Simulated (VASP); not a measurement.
## In2O3: single point with PBEsol

The system is In2O3.

```
CELL_PARAMETERS angstrom
-5.51244 -3.18261 4.84570
5.51244 -3.18261 4.84570
0.00000 6.36521 4.84570
ATOMIC_POSITIONS crystal
In 0.64255 0.64255 0.64255
In 0.14255 0.14255 0.64255
In 0.14255 0.64255 0.14255
In 0.64255 0.14255 0.14255
In 0.85745 0.85745 0.85745
In 0.35745 0.35745 0.85745
In 0.35745 0.85745 0.35745
In 0.85745 0.35745 0.35745
In 0.35745 0.35745 0.35745
In 0.85745 0.85745 0.35745
In 0.85745 0.35745 0.85745
In 0.35745 0.85745 0.85745
In 0.14255 0.14255 0.14255
In 0.64255 0.64255 0.14255
In 0.64255 0.14255 0.64255
In 0.14255 0.64255 0.64255
O 0.60207 0.25000 0.39793
O 0.10207 0.75000 0.39793
O 0.10207 0.25000 0.89793
O 0.60207 0.75000 0.89793
O 0.25000 0.39793 0.60207
O 0.75000 0.89793 0.60207
O 0.75000 0.39793 0.10207
O 0.25000 0.89793 0.10207
O 0.39793 0.60207 0.25000
O 0.89793 0.10207 0.25000
O 0.89793 0.60207 0.75000
O 0.39793 0.10207 0.75000
O 0.39793 0.75000 0.60207
O 0.89793 0.25000 0.60207
O 0.89793 0.75000 0.10207
O 0.39793 0.25000 0.10207
O 0.60207 0.39793 0.75000
O 0.10207 0.89793 0.75000
O 0.10207 0.39793 0.25000
O 0.60207 0.89793 0.25000
O 0.75000 0.60207 0.39793
O 0.25000 0.10207 0.39793
O 0.25000 0.60207 0.89793
O 0.75000 0.10207 0.89793
```

| Item | Value |
| --- | --- |
| Program | VASP 6.6.1 |
| Task | single point |
| Functional | PBEsol |
| Potentials or basis | VASP PAW PBE potentials, release 64 (In_d, O) |
| Cutoff | 520 eV |
| k mesh | 2 × 2 × 2, shifted |
| Occupations | gaussian, width 0.02 eV |
| Spin | no spin polarisation |
| Dipole correction | no |
| Further INCAR settings | LREAL = Auto; ALGO = Normal; EDIFF = 1e-06; NBANDS = 202 |

- Pressure: 0.4 GPa
- Largest force: 0.013 eV/Å
- Band gap on the k mesh: 2.53 eV

Forces on the atoms (eV/Å):
```
In   0.000  0.000 -0.013
In   0.000  0.000 -0.013
In   0.000  0.000 -0.013
In   0.000  0.000 -0.013
In   0.000  0.000  0.013
In   0.000  0.000  0.013
In   0.000  0.000  0.013
In   0.000  0.000  0.013
In   0.000  0.000  0.013
In   0.000  0.000  0.013
In   0.000  0.000  0.013
In   0.000  0.000  0.013
In   0.000  0.000 -0.013
In   0.000  0.000 -0.013
In   0.000  0.000 -0.013
In   0.000  0.000 -0.013
O   -0.003 -0.005  0.000
O   -0.003 -0.005  0.000
O   -0.003 -0.005  0.000
O   -0.003 -0.005  0.000
O   -0.003  0.005  0.000
O   -0.003  0.005  0.000
O   -0.003  0.005  0.000
O   -0.003  0.005  0.000
O    0.005  0.000  0.000
O    0.005  0.000  0.000
O    0.005  0.000  0.000
O    0.005  0.000  0.000
O    0.003  0.005  0.000
O    0.003  0.005  0.000
O    0.003  0.005  0.000
O    0.003  0.005  0.000
O   -0.005  0.000  0.000
O   -0.005  0.000  0.000
O   -0.005  0.000  0.000
O   -0.005  0.000  0.000
O    0.003 -0.005  0.000
O    0.003 -0.005  0.000
O    0.003 -0.005  0.000
O    0.003 -0.005  0.000
```

Stress tensor (GPa, compression positive):
```
0.46 0.00 0.00
0.00 0.46 0.00
0.00 0.00 0.34
```

Levels at points of the mesh, in eV from the valence-band top:
```tsv
k point	band 174	band 175	band 176	band 177	band 178	band 179
(0.25, 0.25, 0.25)	-0.14	-0.07	-0.07	2.53	4.73	4.73
```

Wall time 7.7 min on 1 thread of AMD EPYC 7R13 Processor (Zen 3), with other jobs on the host, peak memory 0.51 GiB.

Caveat: the PAW data sets were made with another functional, which shifts forces and pressure a little; spin-orbit coupling is left out, which moves the levels of the heavy elements; a shifted mesh leaves out Γ, where band edges can lie. A k mesh can miss the band edges.
